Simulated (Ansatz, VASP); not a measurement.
Two plane-wave programs on ScAl3

INCAR

```
PREC = Accurate ; ENCUT = 520
EDIFF = 1E-6 ; ISMEAR = 0
SIGMA = 0.15 ; LREAL = F
LASPH = T ; NELM = 80
ALGO = Fast ; ISIF = 2
LWAVE = F ; LCHARG = T
GGA = PS ; LELF = T
LVHAR = T ; NBANDS = 18
```

The input KPOINTS:

```
regular mesh
0
Gamma
  12 12 12
```

Contents of POSCAR:

```
ScAl3
1.0
    3.9084466715      0.0000000000      0.0000000000
    0.0000000000      3.9084466715      0.0000000000
    0.0000000000      0.0000000000      4.2341505607
Sc Al
1 3
Direct
    0.0000000000      0.0000000000      0.0000000000
    0.5000000000      0.0000000000      0.5000000000
    0.0000000000      0.5000000000      0.5000000000
    0.5000000000      0.5000000000      0.0000000000
```

Input for Ansatz:

```yaml
crystal:
  lattice:
    - [3.9084466715, 0.0, 0.0]
    - [0.0, 3.9084466715, 0.0]
    - [0.0, 0.0, 4.2341505607]
  atoms:
    - { symbol: Sc, position: [0.0, 0.0, 0.0] }
    - { symbol: Al, position: [0.5, 0.0, 0.5] }
    - { symbol: Al, position: [0.0, 0.5, 0.5] }
    - { symbol: Al, position: [0.5, 0.5, 0.0] }
basis:
  ecutwfc: 420
kpoints:
  mp_grid: { grid: [12, 12, 12] }
hamiltonian:
  xc: pbesol
scf:
  occupations: { method: gaussian, width: 0.15 }
output:
  forces: true
  stress: true
  eigenvalues: true
```

Change from the starting cell: strain -0.040 along x and y, +0.040 along z, atoms carried along.

Alike in both runs: task single point; functional PBEsol; k mesh 12 × 12 × 12; occupations gaussian, width 0.15 eV; no spin polarisation.

|  | VASP | Ansatz |
| --- | --- | --- |
| version | VASP 6.6.1 | Ansatz 0.2.0 |
| potentials or method | VASP PAW PBE potentials, release 64 (Sc_sv, Al), cutoff 520 eV | scalar-relativistic, plane waves, PAW |
| valence electrons in the cell | 20 | 20 |

|  | VASP | Ansatz | Ansatz less VASP |
| --- | --- | --- | --- |
| gap on the k mesh at the Fermi level (eV) | none | none | - |
| pressure (GPa) | 4.9 | 4.8 | -0.10 |
| traceless stress, the component that is largest in VASP (GPa) | -9.10 | -9.07 | +0.024 |

VASP's potentials were made for PBE, not for PBEsol. A gap of «none» marks a metal or a gap that the smearing closes. The functional is the same, so the differences come from potentials, cutoffs and numerics.
